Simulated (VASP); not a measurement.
Set up this calculation in VASP 6.6.1, as the native input.

```yaml
Task: single point
Functional: PBE
Potentials_or_basis: VASP PAW PBE potentials, release 64 (Ba_sv, Al, C, N)
Cutoff: 520 eV
k_mesh: 4 × 4 × 4
Occupations: gaussian, width 0.1 eV
Spin: no spin polarisation
Dipole_correction: no
Further_INCAR_settings: LREAL = Auto; ALGO = Fast; EDIFF = 1e-07; NBANDS = 54
```

The structure of BaAlC3N3 lies in POSCAR:

```
BaAlC3N3
1.0
    0.0000000000      5.0075000000      5.0075000000
    5.0075000000      0.0000000000      5.0075000000
    5.0075000000      5.0075000000      0.0000000000
Ba Al C N
2 2 6 6
Direct
    0.2500000000      0.2500000000      0.2500000000
    0.7500000000      0.7500000000      0.7500000000
    0.0000000000      0.0000000000      0.0000000000
    0.5000000000      0.5000000000      0.5000000000
    0.8127808300      0.1872191700      0.1872191700
    0.1872191700      0.8127808300      0.1872191700
    0.1872191700      0.1872191700      0.8127808300
    0.1872191700      0.8127808300      0.8127808300
    0.8127808300      0.1872191700      0.8127808300
    0.8127808300      0.8127808300      0.1872191700
    0.6959560700      0.3040439300      0.3040439300
    0.3040439300      0.6959560700      0.3040439300
    0.3040439300      0.3040439300      0.6959560700
    0.3040439300      0.6959560700      0.6959560700
    0.6959560700      0.3040439300      0.6959560700
    0.6959560700      0.6959560700      0.3040439300
```

These files were run (other wordings do the same):

INCAR

```
SYSTEM = BaAlC3N3
PREC = Accurate ; ENCUT = 520
EDIFF = 1E-7 ; ISMEAR = 0
SIGMA = 0.1 ; LREAL = Auto
LASPH = .TRUE. ; NELM = 80
ALGO = Fast ; ISIF = 2
LWAVE = .FALSE. ; LCHARG = .TRUE.
GGA = PE ; LELF = .TRUE.
LVHAR = .TRUE. ; NBANDS = 54
```

KPOINTS

```
Automatic mesh
0
G
  4 4 4
  0 0 0
```

Potentials or basis: VASP PAW PBE potentials, release 64 (Ba_sv, Al, C, N).

The run is started by

```console
$ cat potpaw_PBE.64/Ba_sv/POTCAR potpaw_PBE.64/Al/POTCAR potpaw_PBE.64/C/POTCAR potpaw_PBE.64/N/POTCAR > POTCAR
$ mpirun -np 1 vasp_std > vasp.out
```

It gave:

* Pressure: 9.7 GPa
* Largest force: 4.976 eV/Å
* Band gap on the k mesh: zero (bands 40 and 41 overlap by 1.69 eV)

Caveat: the cell stands under pressure; spin-orbit coupling is left out, which moves the levels of the heavy elements; forces of over 1 eV/Å act on the atoms, so gaps and moduli don't describe the material at rest.

Wall time 14 min on 1 thread of Oxide Virtual Turin-like Processor, on a shared host, peak memory 0.4 GiB.
